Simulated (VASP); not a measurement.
## SiC: single point with LDA

The system is SiC.

```
Si C
1.0
     3.08388    0.00000    0.00000
    -1.54194    2.67072    0.00000
     0.00000    0.00000    4.92650
Si C
2 2
Direct
  0.33333 0.66667 0.00460
  0.66667 0.33333 0.50460
  0.33333 0.66667 0.35049
  0.66667 0.33333 0.85049
```

This cell differs from its parent crystal: c/a of the conventional cell at fixed volume 1.5975.

* Program: VASP 6.6.1
* Task: single point
* Functional: LDA
* Potentials or basis: VASP PAW LDA potentials, release 64 (Si, C)
* Cutoff: 520 eV
* k mesh: 12 × 12 × 6
* Occupations: gaussian, width 0.05 eV
* Spin: no spin polarisation
* Dipole correction: no
* Further INCAR settings: ALGO = Normal; EDIFF = 1e-06; NBANDS = 16

The pressure is 5.9 GPa, the largest force is 4.449 eV/Å and the band gap on the k mesh is 1.27 eV, indirect (least direct gap 3.37 eV).

Forces on the atoms (eV/Å):
```
Si   0.000  0.000 -4.449
Si   0.000  0.000 -4.449
C    0.000  0.000  4.449
C    0.000  0.000  4.449
```

Stress tensor (GPa, compression positive):
```
-9.92  0.00  0.00
 0.00 -9.92  0.00
 0.00  0.00 37.46
```

Levels at points of the mesh, in eV from the valence-band top:
| k point | band 5 | band 6 | band 7 | band 8 | band 9 | band 10 | band 11 | band 12 |
| --- | --- | --- | --- | --- | --- | --- | --- | --- |
| (0.00, 0.00, 0.00) | -1.56 | -1.18 | 0.00 | 0.00 | 4.31 | 6.22 | 6.22 | 6.29 |
| (0.50, 0.00, 0.00) | -6.09 | -4.21 | -3.61 | -1.02 | 2.35 | 3.51 | 6.00 | 6.53 |
| (0.00, 0.00, 0.50) | -0.86 | -0.86 | -0.86 | -0.86 | 5.55 | 5.55 | 6.97 | 6.97 |
| (0.50, 0.00, 0.50) | -2.91 | -2.91 | -2.60 | -2.60 | 2.90 | 2.90 | 5.37 | 5.37 |

It took 20 s on 1 thread of Intel Xeon 6975P-C, on a shared host, peak memory 0.16 GiB.

Caveat: forces of over 1 eV/Å act on the atoms, so gaps and moduli don't describe the material at rest. A k mesh can miss the band edges.
